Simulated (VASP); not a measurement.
Input of a VASP 6.6.1 run:

Contents of POSCAR:

```
AlN
1.0
    0.0000000000      2.2455466285      2.0659028982
    2.2455466285      0.0000000000      2.0659028982
    2.2455466285      2.2455466285      0.0000000000
Al N
1 1
Direct
    0.0000000000      0.0000000000      0.0000000000
    0.7500000000      0.7500000000      0.7500000000
```

The input INCAR.step1:

```
ALGO = Normal ; EDIFF = 1E-4
ENCUT = 520 ; GGA = PE
ISMEAR = 0 ; LASPH = T
LCHARG = F ; LREAL = F
LWAVE = T ; NBANDS = 11
NELM = 80 ; PREC = Accurate
SIGMA = 0.05
```

The input INCAR.step2:

```
ALGO = Normal ; EDIFF = 1E-7
ENCUT = 520 ; ISIF = 2
ISMEAR = 0 ; ISTART = 1
LASPH = T ; LCHARG = F
LMIXTAU = T ; LREAL = F
LWAVE = F ; METAGGA = R2SCAN
NBANDS = 11 ; NELM = 80
PREC = Accurate ; SIGMA = 0.05
```

File KPOINTS:

```
k-points
0
Gamma
  10 10 10
```

Potentials or basis: VASP PAW PBE potentials, release 64 (Al, N).

Launch:

```bash
$ cat potpaw_PBE.64/Al/POTCAR potpaw_PBE.64/N/POTCAR > POTCAR
$ cp INCAR.step1 INCAR
$ mpirun -np 1 vasp_std > vasp.out
$ cp INCAR.step2 INCAR
$ mpirun -np 1 vasp_std > vasp.out
```

Problem. What does it give for the pressure?

Solution. -0.7 GPa.

Problem. What does it give for the band gap on the k mesh?

Solution. 3.53 eV, indirect (least direct gap 4.66 eV).

Stress tensor (GPa, compression positive):
```
-3.87  0.00  0.00
 0.00 -3.87  0.00
 0.00  0.00  5.53
```

Caveat: the PAW data sets were made with another functional, which shifts forces and pressure a little. A k mesh can miss the band edges.
